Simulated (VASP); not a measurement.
Wanted: the native input for a VASP 6.6.1 run.

```
Task                   : relaxation of cell and atoms
Functional             : PBE
Potentials or basis    : VASP PAW PBE potentials, release 64 (Cu, O)
Cutoff                 : 600 eV
k mesh                 : 14 × 14 × 8
Occupations            : gaussian, width 0.1 eV
Spin                   : no spin polarisation
Target pressure        : 3 GPa
Dipole correction      : no
Further INCAR settings : ALGO = Normal; EDIFF = 1e-06; IBRION = 2; EDIFFG = -0.008; NSW = 70; ISIF = 3
```

The structure of CuO lies in POSCAR:

```
CuO
1.0
    2.0678727007     -2.0626796268      0.0438414490
    2.0678727007      2.0626796268      0.0438414490
   -0.1129235408      0.0000000000      5.1016276478
Cu O
2 2
Direct
    0.5000000000      0.0000000000      0.5000000000
    0.0000000000      0.5000000000      0.0000000000
    0.5002453213      0.4997546787      0.2500000000
    0.4997546787      0.5002453213      0.7500000000
```

These files were run (other wordings do the same):

INCAR

```
PREC     = Accurate       # precision mode
ENCUT    = 600            # plane-wave cutoff, eV
EDIFF    = 1E-6           # SCF threshold, eV
ISMEAR   = 0              # smearing method
SIGMA    = 0.1            # smearing width, eV
LREAL    = F              # projectors in reciprocal space
LASPH    = T              # aspherical terms in the spheres
NELM     = 80             # most SCF steps
ALGO     = Normal         # electronic algorithm
ISIF     = 3              # what is computed and relaxed
LWAVE    = F              # write WAVECAR
LCHARG   = F              # write CHGCAR
GGA      = PE             # functional
IBRION   = 2              # ionic algorithm
NSW      = 70             # ionic steps
EDIFFG   = -0.008         # ionic threshold
PSTRESS  = 30.0
```

KPOINTS

```
regular mesh
0
Gamma
  14 14 8
```

Potentials or basis: VASP PAW PBE potentials, release 64 (Cu, O).

Command:

```sh
$ cat potpaw_PBE.64/Cu/POTCAR potpaw_PBE.64/O/POTCAR > POTCAR
$ mpirun -np 1 vasp_std > vasp.out
```

Results of the run:

* Relaxed volume: 11.00 Å³/atom
* Relaxed cell: a = 2.922 Å, b = 2.922 Å, c = 5.153 Å, α = 90.03°, β = 90.03°, γ = 89.86°
* Space group after relaxing (to 0.1 Å): P4_2/mmc (No. 131)
* Energy change on relaxing (the run minimises the enthalpy): -3.4 meV/atom
* Ionic steps: 8
* Pressure after relaxing: 3.0 GPa
* Band gap on the k mesh: zero (bands 17 and 18 overlap by 1.17 eV)

Caveat: the cell is relaxed towards a set pressure, so the run minimises the enthalpy, not the energy; semilocal functionals often make such compounds metallic where correlation or magnetic order opens a gap, which also shifts bond lengths.

Run time: 31 min on 1 thread of Intel Xeon 8259CL, with other jobs on the host, peak memory 0.52 GiB.
